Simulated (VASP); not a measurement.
# H3ClO in VASP: a series of runs, part 2 of 2

VASP 6.6.1.

## Step 3: Single point, PBE+D3(BJ)

This run uses another cell than the first one, of 12.20 Å³/atom, 0.966 times its volume.

INCAR reads:

```
SYSTEM = H3ClO
PREC = Accurate
ENCUT = 520
EDIFF = 1E-6
ISMEAR = -1
SIGMA = 0.02
LREAL = Auto
LASPH = .TRUE.
NELM = 100
ALGO = Normal
ISIF = 2
LWAVE = .FALSE.
LCHARG = .FALSE.
GGA = PE
IVDW = 12
NBANDS = 58
```

KPOINTS reads:

```
regular mesh
0
G
  1 1 1
  0 0 0
```

POSCAR reads:

```
H3ClO
1.0
    6.7320360000      0.0000000000      0.0000000000
    0.0000000000      6.7320360000      0.0000000000
    0.0000000000      0.0000000000      6.7320360000
Cl H O
5 15 5
Direct
   -0.0684933949      0.4946200525      0.9225886493
   -0.0382796527     -0.0374775179      0.7603643237
    0.4699172732      0.4043204760      0.1357538789
    0.7289622337      0.5543790913      0.5201398210
    0.4539785586      0.2199334644      0.6778929881
   -0.0594916605      0.6956736417      0.8844575400
    0.1078574149     -0.1909080700      0.5843106008
    0.3531918130      0.4604847627      0.2738844534
    0.7581955890      0.7191138015      0.3688334406
    0.4767502729      0.1196666209      0.8420186701
    0.8072892064      0.3605744235      0.3625649061
    0.8729157123      0.1711963513      0.5029384870
    0.7613150019      1.0021930958      0.2811927922
    0.8397311007      0.7989707720      0.1519599717
    0.1636651973      0.9044514913      0.3078117823
    0.2989734458      0.7201833145      0.4608412670
    0.3856039986      0.6577802020      0.9161567169
    0.5718478035      0.7942767983      0.9635420844
    0.0593876800      0.1297972857      0.2562969063
    0.1758606163     -0.0047682454      0.0596550583
    0.8433704157      0.2239144295      0.3585839410
    0.7485996807      0.8505450654      0.2498352653
    0.1379523223      0.7543186044      0.4516612805
    0.4229181187      0.7961930091      0.9306397054
    0.1722955730      0.0311050030      0.2107089148
```

Potentials or basis: VASP PAW PBE potentials, release 64 (Cl, H, O).

On the command line:

```console
$ cat potpaw_PBE.64/Cl/POTCAR potpaw_PBE.64/H/POTCAR potpaw_PBE.64/O/POTCAR > POTCAR
$ mpirun -np 1 vasp_gam > vasp.out
```

OUTCAR:

```text
SYSTEM = H3ClO
   PREC = Accurate
   ENCUT = 520
   EDIFF = 1E-6
   ISMEAR = -1
   LREAL = Auto
   LASPH = .TRUE.
   NELM = 100
   ISIF = 2
   GGA = PE
   IVDW = 12
 IVDW          = 12

 ion  position               nearest neighbor table
   1  0.932  0.495  0.923-   6 1.38
   2  0.962  0.963  0.760-
   3  0.470  0.404  0.136-   8 1.27
   4  0.729  0.554  0.520-   9 1.52  11 1.76
   5  0.454  0.220  0.678-  10 1.30
   6  0.941  0.696  0.884-   1 1.38
   7  0.108  0.809  0.584-  23 0.99
   8  0.353  0.460  0.274-   3 1.27
   9  0.758  0.719  0.369-  22 1.20   4 1.52
  10  0.477  0.120  0.842-   5 1.30
  11  0.807  0.361  0.363-  21 0.95   4 1.76
  12  0.873  0.171  0.503-  21 1.05
  13  0.761  0.002  0.281-  22 1.05
  14  0.840  0.799  0.152-  22 0.96
  15  0.164  0.904  0.308-  25 1.08  23 1.41
  16  0.299  0.720  0.461-  23 1.11
  17  0.386  0.658  0.916-  24 0.97
  18  0.572  0.794  0.964-  24 1.03
  19  0.059  0.130  0.256-  25 1.06
  20  0.176  0.995  0.060-  25 1.05
  21  0.843  0.224  0.359-  11 0.95  12 1.05
  22  0.749  0.851  0.250-  14 0.96  13 1.05   9 1.20
  23  0.138  0.754  0.452-   7 0.99  16 1.11  15 1.41
  24  0.423  0.796  0.931-  17 0.97  18 1.03
  25  0.172  0.031  0.211-  20 1.05  19 1.06  15 1.08

  LATTYP: Found a simple cubic cell.
 ALAT       =     6.7320360000

  Lattice vectors:

 A1 = (   6.7320360000,   0.0000000000,   0.0000000000)
 A2 = (   0.0000000000,   6.7320360000,   0.0000000000)
 A3 = (   0.0000000000,   0.0000000000,   6.7320360000)

Analysis of symmetry for initial positions (statically):
=====================================================================
 Subroutine PRICEL returns:
 Original cell was already a primitive cell.

 Routine SETGRP: Setting up the symmetry group for a
 simple cubic supercell.

 Subroutine GETGRP returns: Found  1 space group operations
 (whereof  1 operations were pure point group operations)
 out of a pool of 48 trial point group operations.

The static configuration has the point symmetry C_1 .

Analysis of symmetry for dynamics (positions and initial velocities):
=====================================================================
 Subroutine PRICEL returns:
 Original cell was already a primitive cell.

 Routine SETGRP: Setting up the symmetry group for a
 simple cubic supercell.

 Subroutine GETGRP returns: Found  1 space group operations
 (whereof  1 operations were pure point group operations)
 out of a pool of 48 trial point group operations.

The dynamic configuration has the point symmetry C_1 .

 Subroutine INISYM returns: Found  1 space group operations
 (whereof  1 operations are pure point group operations),
 and found     1 'primitive' translations

----------------------------------------------------------------------------------------

                                     Primitive cell

  volume of cell :     305.0979

  direct lattice vectors                    reciprocal lattice vectors
     6.732036000  0.000000000  0.000000000     0.148543472  0.000000000  0.000000000
[... 78 lines left out ...]

  Shift w.r.t. Gamma in fractional coordinates (k-lattice)
     0.000000000  0.000000000  0.000000000

 Subroutine IBZKPT returns following result:
 ===========================================

 Found      1 irreducible k-points:

 Following reciprocal coordinates:
            Coordinates               Weight
  0.000000  0.000000  0.000000      1.000000
   k-points           NKPTS =      1   k-points in BZ     NKDIM =      1   number of bands    NBANDS=     58
   number of dos      NEDOS =    301   number of ions     NIONS =     25
   total plane-waves  NPLWV = 125000
   dimension x,y,z NGX =    50 NGY =   50 NGZ =   50
   dimension x,y,z NGXF=   100 NGYF=  100 NGZF=  100
   ions per type =               5  15   5
   NGX,Y,Z   is equivalent  to a cutoff of  12.35, 12.35, 12.35 a.u.
   NGXF,Y,Z  is equivalent  to a cutoff of  24.69, 24.69, 24.69 a.u.
 SYSTEM =  H3ClO
   PREC   = accura    normal or accurate (medium, high low for compatibility)
   ISTART =      0    job   : 0-new  1-cont  2-samecut
   ICHARG =      2    charge: 1-file 2-atom 10-const
   ISPIN  =      1    spin polarized calculation?
   LNONCOLLINEAR =      F non collinear calculations
   LSORBIT =      F    spin-orbit coupling
   LASPH  =      T    aspherical Exc in radial PAW
   ENCUT  =  520.0 eV  38.22 Ry    6.18 a.u.  12.52 12.52 12.52*2*pi/ulx,y,z
   NELM   =    100;   NELMIN=  2; NELMDL= -5     # of ELM steps
   EDIFF  = 0.1E-05   stopping-criterion for ELM
   LREAL  =      T    real-space projection
   EDIFFG = 0.1E-04   stopping-criterion for IOM
   NSW    =      0    number of steps for IOM
   IBRION =     -1    ionic relax: 0-MD 1-quasi-New 2-CG
   NFREE  =      0    steps in history (QN), initial steepest desc. (CG)
   ISIF   =      2    stress and relaxation
   ISYM   =      2    0-nonsym 1-usesym 2-fastsym
   POTIM  = 0.5000    time-step for ionic-motion
   TEBEG  =    0.0;   TEEND  =   0.0 temperature during run
   PSTRESS=    0.0 pullay stress
   NELECT =      80.0000    total number of electrons
   NUPDOWN=      -1.0000    fix difference up-down
   EMIN   =  10.00;   EMAX   =-10.00  energy-range for DOS
   EFERMI =   0.00;   METHOD = LEGACY
   ISMEAR =    -1;   SIGMA  =   0.02  broadening in eV -4-tet -1-fermi 0-gaus
   EFERMI_NEDOS =   21; number of points for ismear=-14 and -15
   IALGO  =     38    algorithm
   IMIX   =      4    mixing-type and parameters
     AMIX     =   0.40;   BMIX     =  1.00
     AMIX_MAG =   1.60;   BMIX_MAG =  1.00
  volume/ion in A,a.u.               =      12.20        82.36
  Fermi-wavevector in a.u.,A,eV,Ry     =   1.047832  1.980116 14.938548  1.097952
  Thomas-Fermi vector in A             =   2.182729
   LORBIT       =      0    0 simple, 1 ext, 2 COOP (PROOUT), +10 PAW based schemes
   GGA     = PE    functional components
   LHFCALC =     F    Hartree Fock is set to
   AEXX    =    0.0000 exact exchange contribution
   IVDW    =    12    specifies the selected vdW correction
   LEPSILON=     F    determine dielectric tensor
   LRPA    =     F    only Hartree local field effects (RPA)
 non-spin polarized calculation
  energy-cutoff  :      520.00
  volume of cell :      305.10
 maximum number of plane-waves:      4109
 NGX is ok and might be reduce to    50
   NGX = 25   NGY = 25   NGZ = 25

 number of electron      79.9999985 magnetization

 Free energy of the ion-electron system (eV)
  ---------------------------------------------------
  ext. energy  EPLUGINS =         0.00000000
  ---------------------------------------------------
  free energy    TOTEN  =      -101.83135476 eV

  energy without entropy =     -101.83135476  energy(sigma->0) =     -101.83135476

 E-fermi :  -0.6486     XC(G=0):  -7.5340

 val. band max:       -1.2352814946   @ k =   0.0000   0.0000   0.0000
 cond. band min:       2.5627840253   @ k =   0.0000   0.0000   0.0000
 fundamental gap:      3.7980655199
 Fermi energy:        -0.6486394328

 k-point     1 :       0.0000    0.0000    0.0000
  band No.  band energies     occupation
      1     -22.6148      2.00000
      2     -22.2331      2.00000
      3     -20.8831      2.00000
      4     -20.8079      2.00000
      5     -20.1662      2.00000
      6     -16.4742      2.00000
[... 44 lines left out ...]
     51       7.0459      0.00000
     52       7.7001      0.00000
 [bands above 52 left out]

------------------------ aborting loop because EDIFF is reached ----------------------------------------

 Edisp (eV)   -1.54932

 E8    (eV) :    -0.4080

  FORCE on cell =-STRESS in cart. coord.  units (eV):
  Direction    XX          YY          ZZ          XY          YZ          ZX
  --------------------------------------------------------------------------------------
  -------------------------------------------------------------------------------------
  Total      -4.11836     5.32103     1.78390     1.13105     1.29952    -1.58518
  in kB     -21.62698    27.94262     9.36791     5.93955     6.82423    -8.32433
  external pressure =        5.23 kB  Pullay stress =        0.00 kB

 VOLUME and BASIS-vectors are now :
 -----------------------------------------------------------------------------
  energy-cutoff  :      520.00
  volume of cell :      305.10
      direct lattice vectors                 reciprocal lattice vectors
     6.732036000  0.000000000  0.000000000     0.148543472  0.000000000  0.000000000
     0.000000000  6.732036000  0.000000000     0.000000000  0.148543472  0.000000000
     0.000000000  0.000000000  6.732036000     0.000000000  0.000000000  0.148543472

 POSITION                                       TOTAL-FORCE (eV/Angst)
 -----------------------------------------------------------------------------------
      6.27094      3.32980      6.21090         0.387737      0.988814      0.825424
      6.47434      6.47974      5.11880        -0.181897      0.308720      0.647146
      3.16350      2.72190      0.91390        -0.015369     -0.282458     -0.181012
      4.90740      3.73210      3.50160        -0.846873      1.703749      0.416348
      3.05620      1.48060      4.56360        -0.025767     -0.473161      0.381275
      6.33154      4.68330      5.95420        -0.002762     -0.841906     -0.310100
[... 17 lines left out ...]
      2.84710      5.36000      6.26510         1.834286      0.731617      0.329982
      1.15990      0.20940      1.41850        -0.500743      0.546582     -1.339974
 -----------------------------------------------------------------------------------
    total drift:                               -0.003297     -0.009340     -0.000214

  FREE ENERGIE OF THE ION-ELECTRON SYSTEM (eV)
  ---------------------------------------------------
  free  energy   TOTEN  =      -103.3806700707 eV

  energy  without entropy=     -103.3806700707  energy(sigma->0) =     -103.38067007
```

Run time: 22 s. Hardware: 1 thread of AMD EPYC 9R45 (Zen 5), shared host; peak memory 0.29 GiB.

What came out:

* Free energy: -103.3807 eV
* Pressure: 0.5 GPa
* Largest force: 6.281 eV/Å
* Band gap on the k mesh: 3.80 eV
* Dispersion energy per atom: -0.062 eV

Forces on the atoms (eV/Å):
```
Cl   0.388  0.989  0.825
Cl  -0.182  0.309  0.647
Cl  -0.015 -0.282 -0.181
Cl  -0.847  1.704  0.416
Cl  -0.026 -0.473  0.381
H   -0.003 -0.842 -0.310
H   -0.442  0.505  0.747
H   -0.211  0.006  0.241
H   -0.511  0.000  0.892
H   -0.223  0.071 -0.550
H   -0.633  1.991  0.422
H   -0.588  1.192 -1.816
H    0.286 -0.781 -0.146
H    0.523  0.383 -0.637
H   -0.225 -0.204  0.331
H   -3.735  0.691  0.077
H    0.133 -0.178  0.014
H   -2.297 -0.182 -0.467
H    0.395 -0.526 -0.689
H   -0.302  0.513  1.731
O    2.376 -5.761  0.786
O   -0.501  1.025 -0.200
O    5.304 -1.426 -1.505
O    1.834  0.732  0.330
O   -0.501  0.547 -1.340
```

Stress tensor (GPa, compression positive):
```
-2.16  0.59 -0.83
 0.59  2.79  0.68
-0.83  0.68  0.94
```

Caveat: the k points lie up to 0.93 Å⁻¹ apart.

## Step 4: Single point, PBE+D3(BJ)

This run uses another cell than the first one, of 13.87 Å³/atom, 1.098 times its volume.

INCAR reads:

```
SYSTEM = H3ClO
ALGO = Normal
EDIFF = 1E-6
ENCUT = 520
GGA = PE
ISIF = 2
ISMEAR = -1
IVDW = 12
LASPH = .True.
LCHARG = .False.
LREAL = Auto
LWAVE = .False.
NBANDS = 58
NELM = 80
PREC = Accurate
SIGMA = 0.02
```

KPOINTS reads:

```
k-points
0
Gamma
  1 1 1
  0 0 0
```

POSCAR reads:

```
H3ClO
1.0
    7.0260910000      0.0000000000      0.0000000000
    0.0000000000      7.0260910000      0.0000000000
    0.0000000000      0.0000000000      7.0260910000
Cl H O
5 15 5
Direct
   -0.0319381004      0.4681692850      0.9612741993
   -0.0703805288     -0.0776107227      0.8164141341
    0.4102281055      0.5053023082      0.1685859178
    0.7916492969      0.5389767938      0.5252992026
    0.4943289234      0.2066013663      0.7150348608
   -0.0658260760      0.6546456629      0.8970564144
    0.1542393914     -0.1234968349      0.5465912696
    0.3605276391      0.4084205570      0.0109164541
    0.8319704370      0.7065094944      0.3731662456
    0.5752843224      0.3593463279      0.6448393566
    0.8685056883      0.3031984641      0.4510900869
    0.9646331082      0.1092072391      0.4681977504
    0.6851747294      0.9368082480      0.3369014150
    0.6674977594      0.8561375023      0.1248631707
    0.1403198450      0.9630675151      0.2544658189
    0.1824200683      0.6860002240      0.4423939286
    0.2887807744      0.8661715312      0.8417767433
    0.3560016516      0.7829958365      1.0273849285
    0.0775964900      0.1785630160      0.2305834069
    0.1072715967     -0.0107314295      0.0494442785
    0.8928862436      0.1862344225      0.3736216909
    0.7107081306      0.8276437069      0.2583086385
    0.1114560002      0.8137526257      0.4368431892
    0.4143413457      0.8404531054      0.9145625925
    0.1521614223      0.0634634536      0.1607437194
```

On the command line:

```console
$ cat potpaw_PBE.64/Cl/POTCAR potpaw_PBE.64/H/POTCAR potpaw_PBE.64/O/POTCAR > POTCAR
$ mpirun -np 1 vasp_gam > vasp.out
```

Wall time 24 s (1 thread of AMD EPYC 9R45 (Zen 5), shared host); peak memory 0.33 GiB.

Results (log left out):

```
Free energy                : -102.8447 eV
Pressure                   : -0.2 GPa
Largest force              : 3.552 eV/Å
Band gap on the k mesh     : 3.87 eV
Dispersion energy per atom : -0.054 eV
```

Forces in eV/Å, atoms in the order of the input:
```
Cl  -0.173  1.006 -0.091
Cl   0.629 -0.124  0.191
Cl  -0.137 -1.049 -0.516
Cl   0.210  1.915 -0.673
Cl  -0.058  0.223  0.028
H    0.299 -0.792  0.222
H    0.294  0.973  2.135
H    0.252  0.662  0.948
H   -1.485 -1.284  0.540
H   -0.099 -0.089 -0.036
H   -0.172  0.304 -0.549
H   -0.769  0.083 -0.163
H   -0.001  0.823  0.208
H    0.726 -0.308  0.828
H    0.303 -1.377  1.885
H   -1.097  1.679 -0.338
H    1.895 -0.177  0.779
H    0.478 -0.383 -0.022
H   -0.813 -1.208 -1.089
H   -1.361  0.915 -1.646
O    1.417 -0.869  0.577
O   -0.024 -0.327 -0.759
O    1.096 -2.650 -2.097
O   -2.440  0.421 -0.932
O    1.031  1.631  0.571
```

Stress tensor (GPa, compression positive):
```
-1.27  0.45 -0.57
 0.45  0.24  0.97
-0.57  0.97  0.45
```

Levels at points of the mesh, in eV from the valence-band top:
```tsv
k point	band 37	band 38	band 39	band 40	band 41	band 42	band 43	band 44
(0.00, 0.00, 0.00)	-0.44	-0.38	-0.30	0.00	3.87	5.49	6.01	6.35
```

Caveat: the k points lie up to 0.89 Å⁻¹ apart.

## Step 5: Overview

| cell | gap on the mesh (eV) | pressure (GPa) | largest force (eV/Å) |
| --- | --- | --- | --- |
| a = 6.810 Å, 25 atoms | 3.75 | 2.9 | 5.61 |
| a = 6.732 Å, 25 atoms | 3.80 | 0.5 | 6.28 |
| a = 7.026 Å, 25 atoms | 3.87 | -0.2 | 3.55 |

Alike in all rows: task single point; level PBE+D3(BJ); potentials or basis VASP PAW PBE potentials, release 64 (Cl, H, O); no spin polarisation; k mesh 1 × 1 × 1; cutoff (eV) 520; smearing fermi-dirac 0.02 eV.

Caveats: all runs use coarse meshes.

Absolute energies hang on the potentials; compare differences alone.
